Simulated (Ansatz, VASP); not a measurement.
**BaTiO3 in VASP and in Ansatz**

File INCAR:

```
SYSTEM = BaTiO3
  ALGO = Normal
  EDIFF = 1E-6
  ENCUT = 520
  GGA = PS
  ISIF = 2
  ISMEAR = 0
  LASPH = .True.
  LCHARG = .False.
  LREAL = .False.
  LWAVE = .False.
  NBANDS = 28
  NELM = 100
  PREC = Accurate
  SIGMA = 0.02
```

The input KPOINTS:

```
k-points
0
Gamma
  6 6 6
  0 0 0
```

File POSCAR:

```
BaTiO3
1.0
    4.0652100000      0.0000000000      0.0000000000
    0.0000000000      2.8936380000      2.8451500000
    0.0000000000     -2.8936380000      2.8451500000
Ba Ti O
1 1 3
Direct
    0.0000000000      0.0000000000      0.0000000000
    0.5000000000      0.5124000000      0.5124000000
    0.0000000000      0.4874000000      0.4874000000
    0.5000000000      0.5052400000      0.9918400000
    0.5000000000      0.9918400000      0.5052400000
```

Input for Ansatz:

```yaml
crystal:
  lattice:
    - [4.06521, 0.0, 0.0]
    - [0.0, 2.893638, 2.84515]
    - [0.0, -2.893638, 2.84515]
  atoms:
    - { symbol: Ba, position: [0.0, 0.0, 0.0] }
    - { symbol: Ti, position: [0.5, 0.5124, 0.5124] }
    - { symbol: O, position: [0.0, 0.4874, 0.4874] }
    - { symbol: O, position: [0.5, 0.50524, 0.99184] }
    - { symbol: O, position: [0.5, 0.99184, 0.50524] }
basis:
  ecutwfc: 420.0
kpoints:
  mp_grid:
    grid: [6, 6, 6]
hamiltonian:
  xc: pbesol
scf:
  occupations:
    method: gaussian
    width: 0.02
output:
  stress: true
```

Alike in both runs: task single point; functional PBEsol; k mesh 6 × 6 × 6; occupations gaussian, width 0.02 eV; no spin polarisation.

|  | VASP | Ansatz |
| --- | --- | --- |
| version | VASP 6.6.1 | Ansatz 0.2.0 |
| potentials or method | VASP PAW PBE potentials, release 64 (Ba_sv, Ti_sv, O), cutoff 520 eV | plane waves, PAW |
| valence electrons in the cell | 40 | 40 |

Ansatz gave:

| Item | Value |
| --- | --- |
| pressure (GPa) | -9.7 |
| traceless stress, the component that is largest in VASP (GPa) | 2.31 |

Which values does VASP return?

Pressure (GPa): -8.1; traceless stress, the component that is largest in VASP (GPa): 2.39.

VASP's potentials were made for PBE, not for PBEsol.

Spin-orbit coupling is off throughout.
